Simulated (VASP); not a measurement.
Here is a VASP 6.6.1 calculation.

File INCAR:

```
PREC = Accurate
ENCUT = 520
EDIFF = 1E-6
ISMEAR = 0
SIGMA = 0.01
LREAL = F
LASPH = T
NELM = 60
ALGO = Normal
ISIF = 2
LWAVE = F
LCHARG = T
GGA = PE
LELF = T
LVHAR = T
NBANDS = 16
```

KPOINTS

```
regular mesh
0
Gamma
  4 4 4
```

File POSCAR:

```
CdTe
1.0
    0.0000000000      3.2799551162      3.2799551162
    3.2799551162      0.0000000000      3.2799551162
    3.2799551162      3.2799551162      0.0000000000
Cd Te
1 1
Direct
    0.0000000000      0.0000000000      0.0000000000
    0.2500000000      0.2500000000      0.2500000000
```

Potentials or basis: VASP PAW PBE potentials, release 64 (Cd, Te).

Run with:

```bash
$ cat potpaw_PBE.64/Cd/POTCAR potpaw_PBE.64/Te/POTCAR > POTCAR
$ mpirun -np 1 vasp_std > vasp.out
```

(1) What does it give for the pressure?

(2) Predict the band gap on the k mesh.

## Answers

(1) 1.3 GPa.

(2) 0.65 eV, direct.

Caveat: spin-orbit coupling is left out, which moves the levels of the heavy elements.
